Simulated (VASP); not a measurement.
# Ir (Fd-3m) in VASP: notebook, part 2 of 3

VASP 6.6.1.

### Step 4. Single point, RPBE (volume scaled by 0.92)

INCAR

```
  ALGO = Normal
  EDIFF = 1E-6
  ENCUT = 520
  GGA = RP
  ISIF = 2
  ISMEAR = -1
  LASPH = True
  LCHARG = False
  LREAL = False
  LWAVE = False
  NBANDS = 16
  NELM = 60
  PREC = Accurate
  SIGMA = 0.1
```

KPOINTS

```
k-points
0
Gamma
  11 11 11
```

POSCAR

```
Ir
1.0
    0.0000000000      2.7230390630      2.7230390630
    2.7230390630      0.0000000000      2.7230390630
    2.7230390630      2.7230390630      0.0000000000
Ir
2
Direct
    0.1250000000      0.1250000000      0.1250000000
    0.8750000000      0.8750000000      0.8750000000
```

Potentials or basis: VASP PAW PBE potentials, release 64 (Ir).

The run is started by

```console
$ cat potpaw_PBE.64/Ir/POTCAR > POTCAR
$ mpirun -np 1 vasp_std > vasp.out
```

OUTCAR:

```text
EDIFF = 1E-6
   ENCUT = 520
   GGA = RP
   ISIF = 2
   ISMEAR = -1
   LASPH = True
   LREAL = False
   NELM = 60
   PREC = Accurate

 ion  position               nearest neighbor table
   1  0.125  0.125  0.125-   2 2.36   2 2.36   2 2.36   2 2.36
   2  0.875  0.875  0.875-   1 2.36   1 2.36   1 2.36   1 2.36

  LATTYP: Found a face centered cubic cell.
 ALAT       =     5.4460781260

  Lattice vectors:

 A1 = (   0.0000000000,   2.7230390630,   2.7230390630)
 A2 = (   2.7230390630,   0.0000000000,   2.7230390630)
 A3 = (   2.7230390630,   2.7230390630,   0.0000000000)

Analysis of symmetry for initial positions (statically):
=====================================================================
 Subroutine PRICEL returns:
 Original cell was already a primitive cell.

 Routine SETGRP: Setting up the symmetry group for a
 face centered cubic supercell.

 Subroutine GETGRP returns: Found 48 space group operations
 (whereof 12 operations were pure point group operations)
 out of a pool of 48 trial point group operations.

The static configuration has the point symmetry D_3d.
 The point group associated with its full space group is O_h .

Analysis of symmetry for dynamics (positions and initial velocities):
=====================================================================
 Subroutine PRICEL returns:
 Original cell was already a primitive cell.

 Routine SETGRP: Setting up the symmetry group for a
 face centered cubic supercell.

 Subroutine GETGRP returns: Found 48 space group operations
 (whereof 12 operations were pure point group operations)
 out of a pool of 48 trial point group operations.

The dynamic configuration has the point symmetry D_3d.
 The point group associated with its full space group is O_h .

 Subroutine INISYM returns: Found 48 space group operations
 (whereof 12 operations are pure point group operations),
 and found     1 'primitive' translations

----------------------------------------------------------------------------------------

                                     Primitive cell

  volume of cell :      40.3824

  direct lattice vectors                    reciprocal lattice vectors
     0.000000000  2.723039063  2.723039063    -0.183618372  0.183618372  0.183618372
     2.723039063  0.000000000  2.723039063     0.183618372 -0.183618372  0.183618372
     2.723039063  2.723039063  0.000000000     0.183618372  0.183618372 -0.183618372

  length of vectors
     3.850958774  3.850958774  3.850958774     0.318036350  0.318036350  0.318036350

  position of ions in fractional coordinates (direct lattice)
     0.125000000  0.125000000  0.125000000
     0.875000000  0.875000000  0.875000000

  ion indices of the primitive-cell ions
   primitive index   ion index
                 1           1
                 2           2

----------------------------------------------------------------------------------------

 KPOINTS: k-points

Automatic generation of k-mesh.
 Grid dimensions read from file:
 generate k-points for:   11   11   11

 Generating k-lattice:

  Cartesian coordinates                     Fractional coordinates (reciprocal lattice)
    -0.016692579  0.016692579  0.016692579     0.090909091  0.000000000  0.000000000
     0.016692579 -0.016692579  0.016692579     0.000000000  0.090909091  0.000000000
     0.016692579  0.016692579 -0.016692579     0.000000000  0.000000000  0.090909091

  Length of vectors
     0.028912395  0.028912395  0.028912395

  Shift w.r.t. Gamma in fractional coordinates (k-lattice)
     0.000000000  0.000000000  0.000000000

 Subroutine IBZKPT returns following result:
 ===========================================

 Found     56 irreducible k-points:

 Following reciprocal coordinates:
            Coordinates               Weight
  0.000000  0.000000  0.000000      1.000000
  0.090909  0.000000  0.000000      8.000000
  0.181818  0.000000  0.000000      8.000000
  0.272727  0.000000  0.000000      8.000000
  0.363636  0.000000  0.000000      8.000000
  0.454545  0.000000  0.000000      8.000000
[... 16 lines left out ...]
 -0.272727  0.181818  0.000000     24.000000
 -0.181818  0.181818  0.000000     12.000000
 [... further k-points ...]
   k-points           NKPTS =     56   k-points in BZ     NKDIM =     56   number of bands    NBANDS=     16
   number of dos      NEDOS =    301   number of ions     NIONS =      2
   total plane-waves  NPLWV =  27000
   dimension x,y,z NGX =    30 NGY =   30 NGZ =   30
   dimension x,y,z NGXF=    60 NGYF=   60 NGZF=   60
   ions per type =               2
   NGX,Y,Z   is equivalent  to a cutoff of  12.95, 12.95, 12.95 a.u.
   NGXF,Y,Z  is equivalent  to a cutoff of  25.90, 25.90, 25.90 a.u.
 SYSTEM =  unknown system
   PREC   = accura    normal or accurate (medium, high low for compatibility)
   ISTART =      0    job   : 0-new  1-cont  2-samecut
   ICHARG =      2    charge: 1-file 2-atom 10-const
   ISPIN  =      1    spin polarized calculation?
   LNONCOLLINEAR =      F non collinear calculations
   LSORBIT =      F    spin-orbit coupling
   LASPH  =      T    aspherical Exc in radial PAW
   ENCUT  =  520.0 eV  38.22 Ry    6.18 a.u.   7.16  7.16  7.16*2*pi/ulx,y,z
   NELM   =     60;   NELMIN=  2; NELMDL= -5     # of ELM steps
   EDIFF  = 0.1E-05   stopping-criterion for ELM
   LREAL  =      F    real-space projection
   EDIFFG = 0.1E-04   stopping-criterion for IOM
   NSW    =      0    number of steps for IOM
   IBRION =     -1    ionic relax: 0-MD 1-quasi-New 2-CG
   NFREE  =      0    steps in history (QN), initial steepest desc. (CG)
   ISIF   =      2    stress and relaxation
   ISYM   =      2    0-nonsym 1-usesym 2-fastsym
   POTIM  = 0.5000    time-step for ionic-motion
   TEBEG  =    0.0;   TEEND  =   0.0 temperature during run
   PSTRESS=    0.0 pullay stress
   NELECT =      18.0000    total number of electrons
   NUPDOWN=      -1.0000    fix difference up-down
   EMIN   =  10.00;   EMAX   =-10.00  energy-range for DOS
   EFERMI =   0.00;   METHOD = LEGACY
   ISMEAR =    -1;   SIGMA  =   0.10  broadening in eV -4-tet -1-fermi 0-gaus
   EFERMI_NEDOS =   21; number of points for ismear=-14 and -15
   IALGO  =     38    algorithm
   IMIX   =      4    mixing-type and parameters
     AMIX     =   0.40;   BMIX     =  1.00
     AMIX_MAG =   1.60;   BMIX_MAG =  1.00
  volume/ion in A,a.u.               =      20.19       136.26
  Fermi-wavevector in a.u.,A,eV,Ry     =   1.250552  2.363201 21.277887  1.563881
  Thomas-Fermi vector in A             =   2.384541
   LORBIT       =      0    0 simple, 1 ext, 2 COOP (PROOUT), +10 PAW based schemes
   GGA     = RP    functional components
   LHFCALC =     F    Hartree Fock is set to
   AEXX    =    0.0000 exact exchange contribution
   IVDW    =     0    specifies the selected vdW correction
   LEPSILON=     F    determine dielectric tensor
   LRPA    =     F    only Hartree local field effects (RPA)
 non-spin polarized calculation
  energy-cutoff  :      520.00
  volume of cell :       40.38
 maximum number of plane-waves:      1105
 NGX is ok and might be reduce to    30
   NGX = 15   NGY = 15   NGZ = 15

 number of electron      18.0000000 magnetization

 Free energy of the ion-electron system (eV)
  ---------------------------------------------------
  ext. energy  EPLUGINS =         0.00000000
  ---------------------------------------------------
  free energy    TOTEN  =       -14.40234783 eV

  energy without entropy =      -14.34044426  energy(sigma->0) =      -14.37139605

 E-fermi :   6.0910     XC(G=0): -11.4318

 val. band max:        6.0767248003   @ k =   0.3636   0.1818   0.0909
 cond. band min:       6.1344261335   @ k =  -0.1818   0.1818   0.0000
 fundamental gap:      0.0577013331
 Fermi energy:         6.0910465724

 k-point     1 :       0.0000    0.0000    0.0000
  band No.  band energies     occupation
      1      -2.3397      2.00000
      2       0.5805      2.00000
      3       0.5805      2.00000
      4       1.0889      2.00000
      5       1.0889      2.00000
      6       1.0889      2.00000
[... 8 lines left out ...]
     15      18.8062      0.00000
     16      18.8062      0.00000
[... 419 lines left out ...]
 k-point    24 :      -0.1818    0.1818    0.0000
  band No.  band energies     occupation
      1      -0.9082      2.00000
      2       0.0840      2.00000
      3       0.7405      2.00000
      4       0.7473      2.00000
      5       1.2734      2.00000
      6       2.1230      2.00000
[... 8 lines left out ...]
     15      16.9042      0.00000
     16      18.9286      0.00000

 [... further k-points ...]

------------------------ aborting loop because EDIFF is reached ----------------------------------------

  FORCE on cell =-STRESS in cart. coord.  units (eV):
  Direction    XX          YY          ZZ          XY          YZ          ZX
  --------------------------------------------------------------------------------------
  -------------------------------------------------------------------------------------
  Total        4.2230758      4.2230758      4.2230758      0.0000000      0.0000000     -0.0000000
  in kB      167.5513200    167.5513200    167.5513200      0.0000000      0.0000000     -0.0000000
  external PRESSURE =     167.5513200 kB  Pullay stress =       0.0000000 kB

 VOLUME and BASIS-vectors are now :
 -----------------------------------------------------------------------------
  energy-cutoff  :      520.00
  volume of cell :       40.38
      direct lattice vectors                 reciprocal lattice vectors
     0.000000000  2.723039063  2.723039063    -0.183618372  0.183618372  0.183618372
     2.723039063  0.000000000  2.723039063     0.183618372 -0.183618372  0.183618372
     2.723039063  2.723039063  0.000000000     0.183618372  0.183618372 -0.183618372

 POSITION                                       TOTAL-FORCE (eV/Angst)
 -----------------------------------------------------------------------------------
      0.68076      0.68076      0.68076        -0.000000      0.000000      0.000000
      4.76532      4.76532      4.76532         0.000000     -0.000000     -0.000000
 -----------------------------------------------------------------------------------
    total drift:                               -0.000000      0.000000      0.000000

  FREE ENERGIE OF THE ION-ELECTRON SYSTEM (eV)
  ---------------------------------------------------
  free  energy   TOTEN  =       -14.4023478292 eV

  energy  without entropy=      -14.3404442612  energy(sigma->0) =      -14.37139605
```

OSZICAR:

```text
N       E                     dE             d eps       ncg     rms          rms(c)
DAV:   1     0.133453196696E+03    0.13345E+03   -0.80587E+03  1792   0.106E+03
DAV:   2    -0.110990683440E+02   -0.14455E+03   -0.12800E+03  1816   0.284E+02
DAV:   3    -0.151577767353E+02   -0.40587E+01   -0.40145E+01  2424   0.555E+01
DAV:   4    -0.151993055944E+02   -0.41529E-01   -0.41522E-01  1952   0.517E+00
DAV:   5    -0.152003848344E+02   -0.10792E-02   -0.10792E-02  2448   0.841E-01    0.163E+01
DAV:   6    -0.145273694397E+02    0.67302E+00   -0.11121E+00  2408   0.122E+01    0.701E+00
DAV:   7    -0.144170069360E+02    0.11036E+00   -0.20230E-01  2504   0.464E+00    0.216E+00
DAV:   8    -0.144026669316E+02    0.14340E-01   -0.21811E-02  2080   0.131E+00    0.362E-01
DAV:   9    -0.144022969775E+02    0.36995E-03   -0.71548E-04  2184   0.228E-01    0.359E-02
DAV:  10    -0.144023487195E+02   -0.51742E-04   -0.60932E-05  2272   0.635E-02    0.686E-03
DAV:  11    -0.144023478292E+02    0.89037E-06   -0.37881E-06  2392   0.203E-02
   1 F= -.14402348E+02 E0= -.14371396E+02  d E =-.619036E-01
```

Run time: 20 s. Hardware: 1 thread of Intel Xeon Platinum 8488C (Sapphire Rapids), shared host; peak memory 0.18 GiB.

What came out:

| Property | Result |
| --- | --- |
| Free energy | -14.4023 eV |
| Pressure | 16.8 GPa |
| Band gap on the k mesh | zero (band 9 reaches 7.18 eV, above the bottom of band 10 at 5.58 eV) |

Caveat: the PAW data sets were made with another functional, which shifts forces and pressure a little; spin-orbit coupling is left out, which moves the levels of the heavy elements.

### Step 5. Single point, RPBE (volume scaled by 0.96)

INCAR

```
SYSTEM = Ir
  ALGO = Normal
  EDIFF = 1E-6
  ENCUT = 520
  GGA = RP
  ISIF = 2
  ISMEAR = -1
  LASPH = .TRUE.
  LCHARG = .FALSE.
  LREAL = .FALSE.
  LWAVE = .FALSE.
  NBANDS = 16
  NELM = 100
  PREC = Accurate
  SIGMA = 0.1
```

KPOINTS

```
k-points
0
G
  11 11 11
  0 0 0
```

POSCAR

```
Ir
1.0
    0.0000000000      2.7619448774      2.7619448774
    2.7619448774      0.0000000000      2.7619448774
    2.7619448774      2.7619448774      0.0000000000
Ir
2
Direct
    0.1250000000      0.1250000000      0.1250000000
    0.8750000000      0.8750000000      0.8750000000
```

The run is started by

```console
$ cat potpaw_PBE.64/Ir/POTCAR > POTCAR
$ mpirun -np 1 vasp_std > vasp.out
```

It took 21 s on 1 thread of Intel Xeon Platinum 8488C (Sapphire Rapids), shared host; peak memory 0.18 GiB.

Results (log left out):

* Free energy: -14.5316 eV
* Pressure: 7.1 GPa
* Band gap on the k mesh: zero (band 9 reaches 6.56 eV, above the bottom of band 10 at 5.08 eV)

Levels at points of the mesh, in eV from the Fermi level:
| k point | band 5 | band 6 | band 7 | band 8 | band 9 | band 10 | band 11 | band 12 | band 13 | band 14 |
| --- | --- | --- | --- | --- | --- | --- | --- | --- | --- | --- |
| (0.00, 0.00, 0.00) | -4.76 | -4.76 | -1.78 | -1.78 | -1.78 | 0.82 | 0.82 | 11.01 | 11.10 | 12.58 |

Caveat: the PAW data sets were made with another functional, which shifts forces and pressure a little; spin-orbit coupling is left out, which moves the levels of the heavy elements.

(Continued in part 3 of 3.)
